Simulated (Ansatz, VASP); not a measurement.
# Os: VASP beside Ansatz

INCAR

```
SYSTEM = Os
PREC = Accurate ; ENCUT = 520
EDIFF = 1E-7 ; ISMEAR = -1
SIGMA = 0.05 ; LREAL = .FALSE.
LASPH = .TRUE. ; NELM = 100
ALGO = Normal ; ISIF = 2
LWAVE = .FALSE. ; LCHARG = .FALSE.
GGA = CA ; NBANDS = 10
```

KPOINTS

```
regular mesh
0
G
  17 17 17
  0 0 0
```

POSCAR

```
Os
1.0
    2.2131537804      0.0000000000      0.0000000000
    0.0000000000      2.2131537804      0.0000000000
    0.0000000000      0.0000000000      2.2131537804
Os
1
Direct
    0.0000000000      0.0000000000      0.0000000000
```

Input for Ansatz:

```yaml
crystal:
  lattice:
    - [2.2131537804, 0.0, 0.0]
    - [0.0, 2.2131537804, 0.0]
    - [0.0, 0.0, 2.2131537804]
  atoms:
    - { symbol: Os, position: [0.0, 0.0, 0.0] }
kpoints:
  mp_grid: { grid: [17, 17, 17] }
scf:
  occupations: { method: fermi_dirac, width: 0.05 }
hamiltonian:
  xc: lda
  pseudopotentials: { kind: paw, source: ansatz }
output:
  forces: true
  stress: true
  eigenvalues: true
  write_density: true
  write_potential: true
  elf: true
  volumetric_format: npy
```

Change from the starting cell: volume scaled by 0.68, PAW files, source ansatz.

Alike in both runs: task single point; functional LDA; k mesh 17 × 17 × 17; occupations fermi-dirac, width 0.05 eV; no spin polarisation.

|  | VASP | Ansatz |
| --- | --- | --- |
| version | VASP 6.6.1 | Ansatz 0.2.0 |
| potentials or method | VASP PAW LDA potentials, release 64 (Os) | PAW with other files of Ansatz's library (source ansatz), scalar-relativistic |
| plane-wave cutoff (eV) | 520 | 480 |
| valence electrons in the cell | 8 | 16 |

Ansatz gave:

```
pressure (GPa) : 284.1
```

Q: What did VASP give for the same quantities?

A: Pressure (GPa): 283.8.

Ansatz warns that its potentials were made for another functional, while VASP's fit it. LDA's correlation is that of Perdew and Zunger in VASP and of Perdew and Wang (1992) in Ansatz. Both programs put the cell under a high pressure, so it lies far from rest at this level. VASP's potentials hold 8 valence electrons a cell and Ansatz's 16, so a difference there can come from the potentials and not from the codes.

Neither program's run includes spin-orbit coupling. Noted on VASP's run: the cell as given lies far from equilibrium.
